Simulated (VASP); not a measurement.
# AgI (F-43m) in VASP: further runs

Aim: see how the results for AgI move with the level of theory and the settings. Levels: PBE, PBEsol. Tasks: dielectric tensor, vibrations by perturbation theory.

Program: VASP 6.6.1. These are calculated values, not measurements. Logs are shortened: lines on timing, memory, paths and dates and some standing lists are left out, and cuts for length are marked.

## Step 1: The cell of the first run

It takes space group F-43m (No. 216, cubic). The conventional cell has a = 6.577 Å, b = 6.577 Å, c = 6.577 Å, α = 90.00°, β = 90.00°, γ = 90.00°. Within 3.8 Å of Ag (site symmetry -43m) lie 4 I at 2.85 Å. Within 3.8 Å of I (site symmetry -43m) lie 4 Ag at 2.85 Å.

## Step 2: Dielectric tensor, PBE

File INCAR:

```
SYSTEM = AgI
PREC = Accurate
ENCUT = 400
EDIFF = 1E-8
ISMEAR = 0
SIGMA = 0.01
LREAL = .False.
LASPH = .True.
NELM = 120
ALGO = Normal
ISIF = 2
LWAVE = .False.
LCHARG = .False.
GGA = PE
LEPSILON = .True.
GGA_COMPAT = .False.
```

File KPOINTS:

```
Automatic mesh
0
Gamma
  6 6 6
  0 0 0
```

File POSCAR:

```
AgI
1.0
    0.0000000000      3.2886327781      3.2886327781
    3.2886327781      0.0000000000      3.2886327781
    3.2886327781      3.2886327781      0.0000000000
Ag I
1 1
Direct
    0.0000000000      0.0000000000      0.0000000000
    0.2500000000      0.2500000000      0.2500000000
```

Potentials or basis: VASP PAW PBE potentials, release 64 (Ag, I).

The run is started by

```console
$ cat potpaw_PBE.64/Ag/POTCAR potpaw_PBE.64/I/POTCAR > POTCAR
$ mpirun -np 1 vasp_std > vasp.out
```

OUTCAR:

```text
SYSTEM = AgI
   PREC = Accurate
   ENCUT = 400
   EDIFF = 1E-8
   ISMEAR = 0
   LREAL = .False.
   LASPH = .True.
   NELM = 120
   ISIF = 2
   GGA = PE
   LEPSILON = .True.

 ion  position               nearest neighbor table
   1  0.000  0.000  0.000-   2 2.85   2 2.85   2 2.85   2 2.85
   2  0.250  0.250  0.250-   1 2.85   1 2.85   1 2.85   1 2.85

  LATTYP: Found a face centered cubic cell.
 ALAT       =     6.5772655562

  Lattice vectors:

 A1 = (   0.0000000000,   3.2886327781,   3.2886327781)
 A2 = (   3.2886327781,   0.0000000000,   3.2886327781)
 A3 = (   3.2886327781,   3.2886327781,   0.0000000000)

Analysis of symmetry for initial positions (statically):
=====================================================================
 Subroutine PRICEL returns:
 Original cell was already a primitive cell.

 Routine SETGRP: Setting up the symmetry group for a
 face centered cubic supercell.

 Subroutine GETGRP returns: Found 24 space group operations
 (whereof 24 operations were pure point group operations)
 out of a pool of 48 trial point group operations.

The static configuration has the point symmetry T_d .

Analysis of symmetry for dynamics (positions and initial velocities):
=====================================================================
 Subroutine PRICEL returns:
 Original cell was already a primitive cell.

 Routine SETGRP: Setting up the symmetry group for a
 face centered cubic supercell.

 Subroutine GETGRP returns: Found 24 space group operations
 (whereof 24 operations were pure point group operations)
 out of a pool of 48 trial point group operations.

The dynamic configuration has the point symmetry T_d .

 Subroutine INISYM returns: Found 24 space group operations
 (whereof 24 operations are pure point group operations),
 and found     1 'primitive' translations

----------------------------------------------------------------------------------------

                                     Primitive cell

  volume of cell :      71.1338

  direct lattice vectors                    reciprocal lattice vectors
     0.000000000  3.288632778  3.288632778    -0.152038867  0.152038867  0.152038867
     3.288632778  0.000000000  3.288632778     0.152038867 -0.152038867  0.152038867
     3.288632778  3.288632778  0.000000000     0.152038867  0.152038867 -0.152038867

  length of vectors
     4.650829076  4.650829076  4.650829076     0.263339042  0.263339042  0.263339042

  position of ions in fractional coordinates (direct lattice)
     0.000000000  0.000000000  0.000000000
     0.250000000  0.250000000  0.250000000

  ion indices of the primitive-cell ions
   primitive index   ion index
                 1           1
                 2           2

----------------------------------------------------------------------------------------

 KPOINTS: Automatic mesh

Automatic generation of k-mesh.
 Grid dimensions read from file:
 generate k-points for:    6    6    6

 Generating k-lattice:

  Cartesian coordinates                     Fractional coordinates (reciprocal lattice)
    -0.025339811  0.025339811  0.025339811     0.166666667  0.000000000  0.000000000
     0.025339811 -0.025339811  0.025339811     0.000000000  0.166666667  0.000000000
     0.025339811  0.025339811 -0.025339811     0.000000000  0.000000000  0.166666667

  Length of vectors
     0.043889840  0.043889840  0.043889840

  Shift w.r.t. Gamma in fractional coordinates (k-lattice)
     0.000000000  0.000000000  0.000000000
[... 67 lines left out ...]
   GGA     = PE    functional components
   LHFCALC =     F    Hartree Fock is set to
   AEXX    =    0.0000 exact exchange contribution
   IVDW    =     0    specifies the selected vdW correction
   LEPSILON=     T    determine dielectric tensor
   LRPA    =     F    only Hartree local field effects (RPA)
 non-spin polarized calculation
 Gauss-broadening in eV      SIGMA  =   0.01
  energy-cutoff  :      400.00
  volume of cell :       71.13
 maximum number of plane-waves:      1308
   NGX = 15   NGY = 15   NGZ = 15

--------------------------------------- Ionic step        1  -------------------------------------------

 number of electron      17.9999993 magnetization

 E-fermi :   2.8145     XC(G=0):  -8.2538

 val. band max:        2.7166635194   @ k =   0.0000   0.0000   0.0000
 cond. band min:       4.0594665158   @ k =   0.0000   0.0000   0.0000
 fundamental gap:      1.3428029964
 Fermi energy:         2.8145411789

 k-point     1 :       0.0000    0.0000    0.0000
  band No.  band energies     occupation
      1      -9.8817      2.00000
      2      -1.2795      2.00000
      3      -1.2795      2.00000
      4      -1.2795      2.00000
      5      -0.1964      2.00000
      6      -0.1964      2.00000
      7       2.7167      2.00000
      8       2.7167      2.00000
      9       2.7167      2.00000
     10       4.0595      0.00000
     11       8.5314      0.00000
     12       8.5314      0.00000
     13       8.5314      0.00000
[... 226 lines left out ...]
  band No.  band energies     occupation
      1      -9.5346      2.00000
      2      -1.3358      2.00000
      3      -0.9053      2.00000
      4      -0.8067      2.00000
      5      -0.2027      2.00000
      6       0.0309      2.00000
      7       0.0490      2.00000
      8       0.8244      2.00000
      9       1.1632      2.00000
     10       7.1340      0.00000
     11       7.3539      0.00000
     12       9.9900      0.00000
     13      10.1676      0.00000

  FORCE on cell =-STRESS in cart. coord.  units (eV):
  Direction    XX          YY          ZZ          XY          YZ          ZX
  --------------------------------------------------------------------------------------
  -------------------------------------------------------------------------------------
  Total        0.2156060      0.2156060      0.2156060      0.0000000     -0.0000000      0.0000000
  in kB        4.8561866      4.8561866      4.8561866      0.0000000     -0.0000000      0.0000000
  external PRESSURE =       4.8561866 kB  Pullay stress =       0.0000000 kB

 VOLUME and BASIS-vectors are now :
 -----------------------------------------------------------------------------
  energy-cutoff  :      400.00
  volume of cell :       71.13
      direct lattice vectors                 reciprocal lattice vectors
     0.000000000  3.288632778  3.288632778    -0.152038867  0.152038867  0.152038867
     3.288632778  0.000000000  3.288632778     0.152038867 -0.152038867  0.152038867
     3.288632778  3.288632778  0.000000000     0.152038867  0.152038867 -0.152038867

 POSITION                                       TOTAL-FORCE (eV/Angst)
 -----------------------------------------------------------------------------------
      0.00000      0.00000      0.00000        -0.000000     -0.000000     -0.000000
      1.64432      1.64432      1.64432         0.000000      0.000000      0.000000
 -----------------------------------------------------------------------------------
    total drift:                                0.000000      0.000000      0.000000

  FREE ENERGIE OF THE ION-ELECTRON SYSTEM (eV)
  ---------------------------------------------------
  free  energy   TOTEN  =        -4.7878795582 eV

  energy  without entropy=       -4.7878795582  energy(sigma->0) =       -4.78787956

 HEAD OF MICROSCOPIC STATIC DIELECTRIC TENSOR (INDEPENDENT PARTICLE, excluding Hartree and local field effects)
 ------------------------------------------------------
           5.796942     0.000000     0.000000
          -0.000000     5.796942    -0.000000
           0.000000    -0.000000     5.796942
 ------------------------------------------------------

 Free energy of the ion-electron system (eV)
  ---------------------------------------------------
  ---------------------------------------------------
  free energy    TOTEN  =        -0.94747435 eV

  energy without entropy =       -0.94747435

------------------------ aborting loop because EDIFF is reached ----------------------------------------

--------------------------------------- Ionic step        2  -------------------------------------------

------------------------ aborting loop because EDIFF is reached ----------------------------------------

--------------------------------------- Ionic step        3  -------------------------------------------

 Free energy of the ion-electron system (eV)
  ---------------------------------------------------
  ---------------------------------------------------
  free energy    TOTEN  =        -0.94747504 eV

  energy without entropy =       -0.94747504

------------------------ aborting loop because EDIFF is reached ----------------------------------------

 PIEZOELECTRIC TENSOR FIELD DIRECTION 3  (e Angst)
 -----------------------------------------------------------------------------
    -0.00063 -1.44075  0.00000           (  0.00000  0.07004  0.00000)
    -1.44075 -0.00063  0.00000           (  0.07004  0.00000  0.00000)
     0.00000  0.00000 -0.00067           (  0.00000  0.00000 -0.00000)

 PIEZOELECTRIC TENSOR FIELD DIRECTION 3  (C/m^2)
 -----------------------------------------------------------------------------
    -0.00014 -0.32451  0.00000
    -0.32451 -0.00014  0.00000
     0.00000  0.00000 -0.00015

 MACROSCOPIC STATIC DIELECTRIC TENSOR (including local field effects in DFT)
 ------------------------------------------------------
           5.457832    -0.000000    -0.000000
           0.000000     5.457832     0.000000
          -0.000000    -0.000000     5.457832
 ------------------------------------------------------

 PIEZOELECTRIC TENSOR (including local field effects)  for field in x, y, z        (e  Angst)
          XX          YY          ZZ          XY          YZ          ZX
  --------------------------------------------------------------------------------
  x    -0.00000     0.00000     0.00000     0.00000    -1.47570     0.00000
  y     0.00000    -0.00000     0.00000     0.00000     0.00000    -1.47570
  z     0.00000     0.00000    -0.00000    -1.47570     0.00000     0.00000

 PIEZOELECTRIC TENSOR (including local field effects)  for field in x, y, z        (C/m^2)
          XX          YY          ZZ          XY          YZ          ZX
  --------------------------------------------------------------------------------
  x    -0.00000     0.00000     0.00000     0.00000    -0.33238     0.00000
  y     0.00000    -0.00000     0.00000     0.00000     0.00000    -0.33238
  z     0.00000     0.00000    -0.00000    -0.33238     0.00000     0.00000

 BORN EFFECTIVE CHARGES (including local field effects) (in |e|, cummulative output)
 ---------------------------------------------------------------------------------
 ion    1
    1     1.30215     0.00000    -0.00000
    2    -0.00000     1.30215     0.00000
    3     0.00000     0.00000     1.30215
 ion    2
    1    -1.30215     0.00000     0.00000
    2     0.00000    -1.30215     0.00000
    3    -0.00000     0.00000    -1.30215
```

Run time: 2.6 min. Hardware: 1 thread of Intel Xeon Platinum 8488C (Sapphire Rapids), shared host; peak memory 0.22 GiB.

What came out:

```yaml
Band_gap_on_the_k_mesh: 1.34 eV, direct
Electronic_dielectric_tensor_diagonal: 5.46
Born_charges_mean_of_the_diagonal: Ag +1.30; I -1.30 e
```

Electronic dielectric tensor:
```
5.46 0.00 0.00
0.00 5.46 0.00
0.00 0.00 5.46
```

Born effective charge tensors (e):
atom 1, Ag
```
1.30 0.00 0.00
0.00 1.30 0.00
0.00 0.00 1.30
```
atom 2, I
```
-1.30  0.00  0.00
 0.00 -1.30  0.00
 0.00  0.00 -1.30
```

Caveat: spin-orbit coupling is left out, which moves the levels of the heavy elements.

## Step 3: Vibrations by perturbation theory, PBEsol

This run uses another cell than the first one, of 33.53 Å³/atom, 0.943 times its volume.

File INCAR:

```
ALGO = Normal ; EDIFF = 1E-8
ENCUT = 500 ; GGA = PS
GGA_COMPAT = False ; IBRION = 8
ISIF = 2 ; ISMEAR = 0
LASPH = True ; LCHARG = False
LEPSILON = True ; LREAL = False
LWAVE = False ; NELM = 120
NSW = 1 ; PREC = Accurate
SIGMA = 0.01
```

File KPOINTS:

```
k-points
0
Gamma
  6 6 6
```

File POSCAR:

```
AgI
1.0
    0.0000000000      3.2247460188      3.2247460188
    3.2247460188      0.0000000000      3.2247460188
    3.2247460188      3.2247460188      0.0000000000
Ag I
1 1
Direct
    0.0000000000      0.0000000000      0.0000000000
    0.2500000000      0.2500000000      0.2500000000
```

Potentials or basis: VASP PAW PBE potentials, release 64 (Ag, I).

The run is started by

```console
$ cat potpaw_PBE.64/Ag/POTCAR potpaw_PBE.64/I/POTCAR > POTCAR
$ mpirun -np 1 vasp_std > vasp.out
```

OUTCAR:

```text
EDIFF = 1E-8
   ENCUT = 500
   GGA = PS
   IBRION = 8
   ISIF = 2
   ISMEAR = 0
   LASPH = True
   LEPSILON = True
   LREAL = False
   NELM = 120
   NSW = 1
   PREC = Accurate

 ion  position               nearest neighbor table
   1  0.000  0.000  0.000-   2 2.79   2 2.79   2 2.79   2 2.79
   2  0.250  0.250  0.250-   1 2.79   1 2.79   1 2.79   1 2.79

  LATTYP: Found a face centered cubic cell.
 ALAT       =     6.4494920376

[... 573 lines left out ...]
      1.612373  1.612373  1.612373     0.000000   -0.678346    0.000000
[... 21 lines left out ...]
   6 f/i=    0.002223 THz     0.013966 2PiTHz    0.074144 cm-1     0.009193 meV
             X         Y         Z           dx          dy          dz
      0.000000  0.000000  0.000000     0.000000    0.000000   -0.678346
      1.612373  1.612373  1.612373     0.000000    0.000000   -0.734743

--------------------------------------------------------------------------------------------------------

 MACROSCOPIC STATIC DIELECTRIC TENSOR IONIC CONTRIBUTION
 ------------------------------------------------------
           1.801318    -0.000000    -0.000000
          -0.000000     1.801318     0.000000
          -0.000000     0.000000     1.801318
 ------------------------------------------------------

 ELASTIC MODULI CONTR FROM IONIC RELAXATION (kBar)
 Direction    XX          YY          ZZ          XY          YZ          ZX
 --------------------------------------------------------------------------------
 XX          -0.0000     -0.0000     -0.0000      0.0000      0.0000     -0.0000
 YY          -0.0000     -0.0000     -0.0000      0.0000      0.0000      0.0000
 ZZ          -0.0000     -0.0000     -0.0000      0.0000      0.0000     -0.0000
 XY           0.0000      0.0000      0.0000   -180.1171      0.0000      0.0000
 YZ           0.0000      0.0000      0.0000      0.0000   -180.1171      0.0000
 ZX          -0.0000      0.0000     -0.0000      0.0000      0.0000   -180.1171
 --------------------------------------------------------------------------------

 PIEZOELECTRIC TENSOR IONIC CONTR  for field in x, y, z        (C/m^2)
          XX          YY          ZZ          XY          YZ          ZX
  --------------------------------------------------------------------------------
  x     0.00000    -0.00000    -0.00000    -0.00000     0.53598    -0.00000
  y     0.00000    -0.00000     0.00000     0.00000     0.00000     0.53598
  z    -0.00000    -0.00000     0.00000     0.53598     0.00000     0.00000
```

OSZICAR:

```text
N       E                     dE             d eps       ncg     rms          rms(c)
DAV:   1     0.913028373336E+02    0.91303E+02   -0.77798E+03   416   0.113E+03
DAV:   2    -0.201416764224E+01   -0.93317E+02   -0.88271E+02   461   0.224E+02
DAV:   3    -0.552997214409E+01   -0.35158E+01   -0.35056E+01   526   0.456E+01
[... 168 lines left out ...]
RMM:   5    -0.811994521601E-01   -0.16474E-04   -0.34401E-07  1996   0.537E-03    0.297E-03
RMM:   6    -0.812024222626E-01   -0.29701E-05   -0.18357E-07  2008   0.239E-03    0.626E-04
RMM:   7    -0.812024357317E-01   -0.13469E-07   -0.49795E-08  2032   0.578E-04    0.114E-04
RMM:   8    -0.812026585146E-01   -0.22278E-06   -0.84216E-09  2065   0.180E-04    0.380E-05
RMM:   9    -0.812026524606E-01    0.60541E-08   -0.29884E-09  1949   0.685E-05    0.139E-05
 Linear response finished
```

Run time: 4.7 min. Hardware: 1 thread of Intel Xeon Platinum 8488C (Sapphire Rapids), shared host; peak memory 0.3 GiB.

What came out:

- Electronic dielectric tensor (diagonal): 6.07
- Born charges (mean of the diagonal): Ag +1.27; I -1.27 e
- Highest phonon frequency at Γ, LO-TO splitting left out: 106 cm⁻¹

Phonon frequencies in cm⁻¹ (negative: imaginary):
| q point | frequencies |
| --- | --- |
| (0.000, 0.000, 0.000) | 0 0 0 106 106 106 |

Electronic dielectric tensor:
```
6.07 0.00 0.00
0.00 6.07 0.00
0.00 0.00 6.07
```

Born effective charge tensors (e):
atom 1, Ag
```
1.27 0.00 0.00
0.00 1.27 0.00
0.00 0.00 1.27
```
atom 2, I
```
-1.27  0.00  0.00
 0.00 -1.27  0.00
 0.00  0.00 -1.27
```

Caveat: the PAW data sets were made with another functional, which shifts forces and pressure a little; spin-orbit coupling is left out, which moves the levels of the heavy elements.
